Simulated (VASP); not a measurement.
# In (I4/mmm) in VASP: notebook

Runs on In. Level: PBE. Tasks: single point.

Everything below comes from runs of VASP 6.6.1. Logs are shortened: lines on timing, memory, paths and dates and some standing lists are left out, and cuts for length are marked.

## 1. The cell of the first run

Symmetry: I4/mmm, No. 139, tetragonal system. The conventional cell has a = 3.256 Å, b = 3.256 Å, c = 4.980 Å, α = 90.00°, β = 90.00°, γ = 90.00°. In (site symmetry 4/mmm) has 12 In at 3.26 to 3.39 Å within 4.3 Å.

## 2. Single point, PBE

The input, INCAR:

```
SYSTEM = In
PREC     = Accurate       ! precision mode
ENCUT    = 520            ! plane-wave cutoff, eV
EDIFF    = 1E-6           ! SCF threshold, eV
ISMEAR   = -1             ! smearing method
SIGMA    = 0.1            ! smearing width, eV
LREAL    = .FALSE.        ! projectors in reciprocal space
LASPH    = .TRUE.         ! aspherical terms in the spheres
NELM     = 60             ! most SCF steps
ALGO     = Normal         ! electronic algorithm
ISIF     = 2              ! what is computed and relaxed
LWAVE    = .FALSE.        ! write WAVECAR
LCHARG   = .FALSE.        ! write CHGCAR
GGA      = PE             ! functional
NBANDS   = 12             ! bands
```

The input, KPOINTS:

```
Automatic mesh
0
G
  8 8 8
  0 0 0
```

The input, POSCAR:

```
In
1.0
   -1.6280790022      1.6280790022      2.4899791593
    1.6280790022     -1.6280790022      2.4899791593
    1.6280790022      1.6280790022     -2.4899791593
In
1
Direct
    0.0000000000      0.0000000000      0.0000000000
```

Potentials or basis: VASP PAW PBE potentials, release 64 (In_d).

The run is started by

```
> cat potpaw_PBE.64/In_d/POTCAR > POTCAR
> mpirun -np 1 vasp_std > vasp.out
```

OUTCAR:

```text
SYSTEM = In
   PREC = Accurate
   ENCUT = 520
   EDIFF = 1E-6
   ISMEAR = -1
   LREAL = .FALSE.
   LASPH = .TRUE.
   NELM = 60
   ISIF = 2
   GGA = PE

 ion  position               nearest neighbor table
   1  0.000  0.000  0.000-

  LATTYP: Found a body centered tetragonal cell.
 ALAT       =     3.2561580044
 C/A-ratio  =     1.5293970108

  Lattice vectors:

 A1 = (  -1.6280790022,   1.6280790022,   2.4899791593)
 A2 = (   1.6280790022,  -1.6280790022,   2.4899791593)
 A3 = (   1.6280790022,   1.6280790022,  -2.4899791593)

Analysis of symmetry for initial positions (statically):
=====================================================================
 Subroutine PRICEL returns:
 Original cell was already a primitive cell.

 Routine SETGRP: Setting up the symmetry group for a
 body centered tetragonal supercell.

 Subroutine GETGRP returns: Found 16 space group operations
 (whereof 16 operations were pure point group operations)
 out of a pool of 16 trial point group operations.

The static configuration has the point symmetry D_4h.

Analysis of symmetry for dynamics (positions and initial velocities):
=====================================================================
 Subroutine PRICEL returns:
 Original cell was already a primitive cell.

 Routine SETGRP: Setting up the symmetry group for a
 body centered tetragonal supercell.

 Subroutine GETGRP returns: Found 16 space group operations
 (whereof 16 operations were pure point group operations)
 out of a pool of 16 trial point group operations.

The dynamic configuration has the point symmetry D_4h.

 Subroutine INISYM returns: Found 16 space group operations
 (whereof 16 operations are pure point group operations),
 and found     1 'primitive' translations

----------------------------------------------------------------------------------------

                                     Primitive cell

  volume of cell :      26.4002

  direct lattice vectors                    reciprocal lattice vectors
    -1.628079002  1.628079002  2.489979159     0.000000000  0.307110404  0.200804894
     1.628079002 -1.628079002  2.489979159     0.307110404  0.000000000  0.200804894
     1.628079002  1.628079002 -2.489979159     0.307110404  0.307110404  0.000000000

  length of vectors
     3.391353519  3.391353519  3.391353519     0.366932426  0.366932426  0.434319698

  position of ions in fractional coordinates (direct lattice)
     0.000000000  0.000000000  0.000000000

  ion indices of the primitive-cell ions
   primitive index   ion index
                 1           1
[... 75 lines left out ...]
   NSW    =      0    number of steps for IOM
   IBRION =     -1    ionic relax: 0-MD 1-quasi-New 2-CG
   NFREE  =      0    steps in history (QN), initial steepest desc. (CG)
   ISIF   =      2    stress and relaxation
   ISYM   =      2    0-nonsym 1-usesym 2-fastsym
   POTIM  = 0.5000    time-step for ionic-motion
   TEBEG  =    0.0;   TEEND  =   0.0 temperature during run
   PSTRESS=    0.0 pullay stress
   NELECT =      13.0000    total number of electrons
   NUPDOWN=      -1.0000    fix difference up-down
   EMIN   =  10.00;   EMAX   =-10.00  energy-range for DOS
   EFERMI =   0.00;   METHOD = LEGACY
   ISMEAR =    -1;   SIGMA  =   0.10  broadening in eV -4-tet -1-fermi 0-gaus
   EFERMI_NEDOS =   21; number of points for ismear=-14 and -15
   IALGO  =     38    algorithm
   IMIX   =      4    mixing-type and parameters
     AMIX     =   0.40;   BMIX     =  1.00
     AMIX_MAG =   1.60;   BMIX_MAG =  1.00
  volume/ion in A,a.u.               =      26.40       178.16
  Fermi-wavevector in a.u.,A,eV,Ry     =   1.292767  2.442976 22.738704  1.671248
  Thomas-Fermi vector in A             =   2.424455
   LORBIT       =      0    0 simple, 1 ext, 2 COOP (PROOUT), +10 PAW based schemes
   GGA     = PE    functional components
   LHFCALC =     F    Hartree Fock is set to
   AEXX    =    0.0000 exact exchange contribution
   IVDW    =     0    specifies the selected vdW correction
   LEPSILON=     F    determine dielectric tensor
   LRPA    =     F    only Hartree local field effects (RPA)
 non-spin polarized calculation
  energy-cutoff  :      520.00
  volume of cell :       26.40
 maximum number of plane-waves:       725
 NGX is ok and might be reduce to    28
   NGX = 13   NGY = 13   NGZ = 13

 number of electron      13.0000005 magnetization

 Free energy of the ion-electron system (eV)
  ---------------------------------------------------
  ext. energy  EPLUGINS =         0.00000000
  ---------------------------------------------------
  free energy    TOTEN  =        -2.55713944 eV

  energy without entropy =       -2.54241519  energy(sigma->0) =       -2.54977732

 E-fermi :   7.4699     XC(G=0): -10.2108

 val. band max:        7.3897754541   @ k =  -0.3750   0.3750   0.3750
 cond. band min:       7.4780328161   @ k =  -0.3750   0.3750   0.2500
 fundamental gap:      0.0882573619
 Fermi energy:         7.4698643289

 k-point     1 :       0.0000    0.0000    0.0000
  band No.  band energies     occupation
      1      -7.2860      2.00000
      2      -7.1727      2.00000
      3      -7.1727      2.00000
      4      -7.0995      2.00000
      5      -6.9943      2.00000
      6      -2.0627      2.00000
      7      17.8780      0.00000
      8      17.8780      0.00000
      9      18.0564      0.00000
     10      18.9869      0.00000
     11      21.2936      0.00000
     12      21.4408      0.00000
[... 331 lines left out ...]
 k-point    24 :       0.3750    0.1250    0.1250
  band No.  band energies     occupation
      1      -7.2223      2.00000
      2      -7.2094      2.00000
      3      -7.0777      2.00000
      4      -7.0354      2.00000
      5      -6.8780      2.00000
      6       3.9526      2.00000
      7       5.1505      2.00000
      8      11.6475      0.00000
      9      12.7210      0.00000
     10      17.0389      0.00000
     11      19.2519      0.00000
     12      24.7902      0.00000

 [... further k-points ...]
[... 5 lines left out ...]
  --------------------------------------------------------------------------------------
  -------------------------------------------------------------------------------------
  Total        0.0887267      0.0887267      0.5639406      0.0000000      0.0000000     -0.0000000
  in kB        5.3846607      5.3846607     34.2245168      0.0000000      0.0000000     -0.0000000
  external PRESSURE =      14.9979461 kB  Pullay stress =       0.0000000 kB

 VOLUME and BASIS-vectors are now :
 -----------------------------------------------------------------------------
  energy-cutoff  :      520.00
  volume of cell :       26.40
      direct lattice vectors                 reciprocal lattice vectors
    -1.628079002  1.628079002  2.489979159     0.000000000  0.307110404  0.200804894
     1.628079002 -1.628079002  2.489979159     0.307110404  0.000000000  0.200804894
     1.628079002  1.628079002 -2.489979159     0.307110404  0.307110404  0.000000000

 POSITION                                       TOTAL-FORCE (eV/Angst)
 -----------------------------------------------------------------------------------
      0.00000      0.00000      0.00000        -0.000000     -0.000000      0.000000
 -----------------------------------------------------------------------------------
    total drift:                               -0.000000     -0.000000     -0.000000

  FREE ENERGIE OF THE ION-ELECTRON SYSTEM (eV)
  ---------------------------------------------------
  free  energy   TOTEN  =        -2.5571394390 eV

  energy  without entropy=       -2.5424151946  energy(sigma->0) =       -2.54977732
```

Wall time 10 s (1 thread of Intel Xeon 6975P-C (Granite Rapids), shared host); peak memory 0.16 GiB.

Results:

* Free energy: -2.5571 eV
* Pressure: 1.5 GPa

Stress tensor (GPa, compression positive):
```
0.54 0.00 0.00
0.00 0.54 0.00
0.00 0.00 3.42
```

Levels at points of the mesh, in eV from the Fermi level:
```tsv
k point	band 4	band 5	band 6	band 7	band 8	band 9
(0.00, 0.00, 0.00)	-14.57	-14.46	-9.53	10.41	10.41	10.59
(0.50, 0.00, 0.00)	-14.38	-14.34	-4.35	-3.38	7.37	9.09
(0.50, 0.50, 0.00)	-14.36	-14.28	-1.96	-1.69	3.42	3.89
(0.50, 0.50, 0.50)	-14.33	-14.33	-3.04	-2.71	4.70	4.70
```

Caveat: spin-orbit coupling is left out, which moves the levels of the heavy elements.

## 3. Single point, PBE

This run uses another cell than the first one, of 26.86 Å³/atom, 1.018 times its volume.

The input, INCAR:

```
  PREC = Accurate
  ENCUT = 520
  EDIFF = 1E-6
  ISMEAR = -1
  SIGMA = 0.1
  LREAL = False
  LASPH = True
  NELM = 60
  ALGO = Normal
  ISIF = 2
  LWAVE = False
  LCHARG = False
  GGA = PE
  NBANDS = 12
```

The input, KPOINTS:

```
regular mesh
0
Gamma
  8 8 8
```

The input, POSCAR:

```
In
1.0
   -1.6321952952      1.6321952952      2.5207983305
    1.6321952952     -1.6321952952      2.5207983305
    1.6321952952      1.6321952952     -2.5207983305
In
1
Direct
    0.0000000000      0.0000000000      0.0000000000
```

Potentials or basis: VASP PAW PBE potentials, release 64 (In_d).

The run is started by

```
> cat potpaw_PBE.64/In_d/POTCAR > POTCAR
> mpirun -np 1 vasp_std > vasp.out
```

OUTCAR:

```text
PREC = Accurate
   ENCUT = 520
   EDIFF = 1E-6
   ISMEAR = -1
   LREAL = False
   LASPH = True
   NELM = 60
   ISIF = 2
   GGA = PE

 ion  position               nearest neighbor table
   1  0.000  0.000  0.000-

  LATTYP: Found a body centered tetragonal cell.
 ALAT       =     3.2643905904
 C/A-ratio  =     1.5444220051

  Lattice vectors:

 A1 = (  -1.6321952952,   1.6321952952,   2.5207983305)
 A2 = (   1.6321952952,  -1.6321952952,   2.5207983305)
 A3 = (   1.6321952952,   1.6321952952,  -2.5207983305)

Analysis of symmetry for initial positions (statically):
=====================================================================
 Subroutine PRICEL returns:
 Original cell was already a primitive cell.

 Routine SETGRP: Setting up the symmetry group for a
 body centered tetragonal supercell.

 Subroutine GETGRP returns: Found 16 space group operations
 (whereof 16 operations were pure point group operations)
 out of a pool of 16 trial point group operations.

The static configuration has the point symmetry D_4h.

Analysis of symmetry for dynamics (positions and initial velocities):
[... 158 lines left out ...]

 val. band max:        7.2636849506   @ k =  -0.3750   0.3750   0.2500
 cond. band min:       7.4249099887   @ k =   0.3750   0.3750   0.0000
 fundamental gap:      0.1612250381
 Fermi energy:         7.2793705458

 k-point     1 :       0.0000    0.0000    0.0000
  band No.  band energies     occupation
      1      -7.4704      2.00000
      2      -7.3469      2.00000
      3      -7.3469      2.00000
      4      -7.2898      2.00000
      5      -7.1763      2.00000
      6      -2.1389      2.00000
      7      17.5291      0.00000
      8      17.5291      0.00000
      9      17.7090      0.00000
     10      18.7732      0.00000
     11      20.9482      0.00000
     12      21.1287      0.00000
[... 331 lines left out ...]
 k-point    24 :       0.3750    0.1250    0.1250
  band No.  band energies     occupation
      1      -7.3988      2.00000
      2      -7.3848      2.00000
      3      -7.2611      2.00000
      4      -7.2227      2.00000
      5      -7.0679      2.00000
      6       3.7697      2.00000
      7       5.0187      2.00000
      8      11.4415      0.00000
      9      12.5008      0.00000
     10      16.6492      0.00000
     11      18.7831      0.00000
     12      24.3070      0.00000

 [... further k-points ...]
[... 5 lines left out ...]
  --------------------------------------------------------------------------------------
  -------------------------------------------------------------------------------------
  Total       -0.0149177     -0.0149177      0.4146447      0.0000000      0.0000000      0.0000000
  in kB       -0.8897564     -0.8897564     24.7311519      0.0000000      0.0000000      0.0000000
  external PRESSURE =       7.6505464 kB  Pullay stress =       0.0000000 kB

 VOLUME and BASIS-vectors are now :
 -----------------------------------------------------------------------------
  energy-cutoff  :      520.00
  volume of cell :       26.86
      direct lattice vectors                 reciprocal lattice vectors
    -1.632195295  1.632195295  2.520798330     0.000000000  0.306335891  0.198349862
     1.632195295 -1.632195295  2.520798330     0.306335891  0.000000000  0.198349862
     1.632195295  1.632195295 -2.520798330     0.306335891  0.306335891  0.000000000

 POSITION                                       TOTAL-FORCE (eV/Angst)
 -----------------------------------------------------------------------------------
      0.00000      0.00000      0.00000        -0.000000      0.000000     -0.000000
 -----------------------------------------------------------------------------------
    total drift:                               -0.000000     -0.000000     -0.000000

  FREE ENERGIE OF THE ION-ELECTRON SYSTEM (eV)
  ---------------------------------------------------
  free  energy   TOTEN  =        -2.5635635705 eV

  energy  without entropy=       -2.5497913154  energy(sigma->0) =       -2.55667744
```

Run time: 10 s. Hardware: 1 thread of Intel Xeon 6975P-C (Granite Rapids), shared host; peak memory 0.15 GiB.

Results:

```yaml
Free_energy: -2.5636 eV
Pressure: 0.8 GPa
```

Caveat: spin-orbit coupling is left out, which moves the levels of the heavy elements.

## 4. Single point, PBE

This run uses another cell than the first one, of 27.43 Å³/atom, 1.039 times its volume.

The input, INCAR:

```
SYSTEM = In
  ALGO = Normal
  EDIFF = 1E-7
  ENCUT = 520
  GGA = PE
  ISIF = 2
  ISMEAR = -1
  LASPH = .TRUE.
  LCHARG = .FALSE.
  LREAL = .FALSE.
  LWAVE = .FALSE.
  NBANDS = 12
  NELM = 60
  PREC = Accurate
  SIGMA = 0.1
```

The input, KPOINTS:

```
k-points
0
G
  8 8 8
  0 0 0
```

The input, POSCAR:

```
In
1.0
   -1.6357220149      1.6357220149      2.5628916668
    1.6357220149     -1.6357220149      2.5628916668
    1.6357220149      1.6357220149     -2.5628916668
In
1
Direct
    0.0000000000      0.0000000000      0.0000000000
```

The run is started by

```
> cat potpaw_PBE.64/In_d/POTCAR > POTCAR
> mpirun -np 1 vasp_std > vasp.out
```

Run time: 11 s. Hardware: 1 thread of Intel Xeon 6975P-C (Granite Rapids), shared host; peak memory 0.16 GiB.

It converged, with:

```
Free energy : -2.5688 eV
Pressure    : -0.1 GPa
```

Stress tensor (GPa, compression positive):
```
-0.76  0.00  0.00
 0.00 -0.76  0.00
 0.00  0.00  1.31
```

Levels at points of the mesh, in eV from the Fermi level:
```csv
k point,band 2,band 3,band 4,band 5,band 6,band 7,band 8,band 9,band 10,band 11
"(0.00, 0.00, 0.00)",-14.61,-14.61,-14.58,-14.45,-9.29,10.06,10.06,10.23,11.47,13.48
"(0.50, 0.00, 0.00)",-14.71,-14.60,-14.40,-14.35,-4.33,-3.23,6.83,9.03,10.56,11.11
"(0.50, 0.50, 0.00)",-14.77,-14.39,-14.39,-14.28,-1.78,-1.66,3.18,3.80,6.60,7.04
"(0.50, 0.50, 0.50)",-14.76,-14.37,-14.35,-14.35,-3.35,-2.71,4.82,4.82,8.16,8.17
```

Caveat: spin-orbit coupling is left out, which moves the levels of the heavy elements.

[end of part 1 of 2]
